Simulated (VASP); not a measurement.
Wanted: the native input for a VASP 6.6.1 run.

```yaml
Task: single point
Functional: PBE
Potentials_or_basis: VASP PAW PBE potentials, release 64 (Cu, W_sv)
Cutoff: 520 eV
k_mesh: 6 × 6 × 4
Occupations: gaussian, width 0.1 eV
Spin: no spin polarisation
Dipole_correction: no
Further_INCAR_settings: ALGO = Fast; EDIFF = 1e-07; NBANDS = 68
```

The structure of CuW2 lies in POSCAR:

```
CuW2
1.0
    4.7375796354      0.0000000000      0.0000000000
   -2.3687898177      4.1028643167      0.0000000000
    0.0000000000      0.0000000000      6.9349289797
Cu W
3 6
Direct
    0.5000000000      0.0000000000      0.0000000000
    0.5000000000      0.5000000000      0.6666666667
    0.0000000000      0.5000000000      0.3333333333
    0.1637124445      0.3274248890      0.0000000000
    0.8362875555      0.1637124445      0.6666666667
    0.6725751110      0.8362875555      0.3333333333
    0.8362875555      0.6725751110      0.0000000000
    0.1637124445      0.8362875555      0.6666666667
    0.3274248890      0.1637124445      0.3333333333
```

The input as run:

INCAR

```
SYSTEM = CuW2
  PREC = Accurate
  ENCUT = 520
  EDIFF = 1E-7
  ISMEAR = 0
  SIGMA = 0.1
  LREAL = .FALSE.
  LASPH = .TRUE.
  NELM = 80
  ALGO = Fast
  ISIF = 2
  LWAVE = .FALSE.
  LCHARG = .FALSE.
  GGA = PE
  NBANDS = 68
```

KPOINTS

```
Automatic mesh
0
G
  6 6 4
  0 0 0
```

Potentials or basis: VASP PAW PBE potentials, release 64 (Cu, W_sv).

The run is started by

```bash
$ cat potpaw_PBE.64/Cu/POTCAR potpaw_PBE.64/W_sv/POTCAR > POTCAR
$ mpirun -np 1 vasp_std > vasp.out
```

Results of the run:

```yaml
Pressure: 0.6 GPa
Largest_force: 0.015 eV/Å
Band_gap_on_the_k_mesh: zero (an odd number of electrons rules out a gap without spin polarisation)
```

Caveat: spin-orbit coupling is left out, which moves the levels of the heavy elements.

It took 9.5 min on 1 thread of Intel(R) Xeon(R) Platinum 8488C (Sapphire Rapids), on a shared host, peak memory 0.33 GiB.
